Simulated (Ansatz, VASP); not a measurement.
Two plane-wave programs on In

The input INCAR:

```
SYSTEM = In
PREC = Accurate ; ENCUT = 520
EDIFF = 1E-6 ; ISMEAR = -1
SIGMA = 0.1 ; LREAL = .False.
LASPH = .True. ; NELM = 100
ALGO = Normal ; ISIF = 2
LWAVE = .False. ; LCHARG = .False.
GGA = B5 ; ALDAX = 1.0
AGGAX = 1.0 ; AGGAC = 1.0
ALDAC = 0.0 ; NBANDS = 12
```

KPOINTS

```
regular mesh
0
Gamma
  18 18 18
  0 0 0
```

The input POSCAR:

```
In
1.0
   -1.9632365554      1.9632365554      1.9632365554
    1.9632365554     -1.9632365554      1.9632365554
    1.9632365554      1.9632365554     -1.9632365554
In
1
Direct
    0.0000000000      0.0000000000      0.0000000000
```

Input for Ansatz:

```yaml
crystal:
  lattice:
    - [-1.9632365554, 1.9632365554, 1.9632365554]
    - [1.9632365554, -1.9632365554, 1.9632365554]
    - [1.9632365554, 1.9632365554, -1.9632365554]
  atoms:
    - { symbol: In, position: [0.0, 0.0, 0.0] }
hamiltonian:
  xc: blyp
  pseudopotentials:
    kind: paw
    azcp:
      In: "pseudopotentials/In.paw.azcp"
basis:
  ecutwfc: 420
  fft_grid_basis: typed
kpoints:
  mp_grid: { grid: [18, 18, 18], shift: [0, 0, 0] }
magnetization:
  spin_polarized: false
scf:
  occupations: { method: fermi_dirac, width: 0.1 }
output:
  stress: true
  write_density: true
  write_potential: true
  elf: true
  volumetric_format: npy
```

Alike in both runs: task single point; functional BLYP; k mesh 18 × 18 × 18; occupations fermi-dirac, width 0.1 eV; no spin polarisation.

|  | VASP | Ansatz |
| --- | --- | --- |
| version | VASP 6.6.1 | Ansatz 0.2.0 |
| potentials or method | VASP PAW PBE potentials, release 64 (In_d), cutoff 520 eV | plane waves (420 eV) with PAW, scalar-relativistic |
| valence electrons in the cell | 13 | 13 |

|  | VASP | Ansatz | Ansatz less VASP |
| --- | --- | --- | --- |
| pressure (GPa) | 0.9 | 0.9 | +0.04 |

VASP's potentials were made for PBE, not for BLYP.
